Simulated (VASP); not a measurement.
A run of VASP 6.6.1 is set up as follows.

INCAR

```
SYSTEM = FeO
PREC = Accurate ; ENCUT = 520
EDIFF = 1E-6 ; ISMEAR = -1
SIGMA = 0.05 ; LREAL = .FALSE.
LASPH = .TRUE. ; NELM = 150
ALGO = Normal ; ISIF = 2
LWAVE = .FALSE. ; LCHARG = .FALSE.
ISPIN = 2 ; MAGMOM = 3 0
LORBIT = 11 ; LMAXMIX = 4
GGA = PE ; NBANDS = 18
```

The input KPOINTS:

```
Automatic mesh
0
G
  10 10 9
  0 0 0
```

File POSCAR:

```
FeO
1.0
    2.9029055100      0.0000000000      0.0000000000
   -1.4514527500      2.5139899200      0.0000000000
    0.0000000000      0.0000000000      2.8330919500
Fe O
1 1
Direct
    0.0000000000      0.0000000000      0.0000000000
    0.6666666667      0.3333333333      0.5000000000
```

Potentials or basis: VASP PAW PBE potentials, release 64 (Fe, O).

Run with:

```console
$ cat potpaw_PBE.64/Fe/POTCAR potpaw_PBE.64/O/POTCAR > POTCAR
$ mpirun -np 1 vasp_std > vasp.out
```

**Question.** Estimate the band gap on the k mesh.

**Answer.** Zero (filled and empty bands overlap).

**Question.** Predict the pressure.

**Answer.** -10.4 GPa.

Stress tensor (GPa, compression positive):
```
 -8.63   0.00   0.00
  0.00  -8.63   0.00
  0.00   0.00 -14.03
```

Caveat: a cell with one magnetic atom can't hold antiferromagnetic order, which such compounds often take; semilocal functionals often make such compounds metallic where correlation or magnetic order opens a gap, which also shifts bond lengths. With open d or f shells a metallic result of PBE can be an artefact of self-interaction; +U or a hybrid may open a gap.
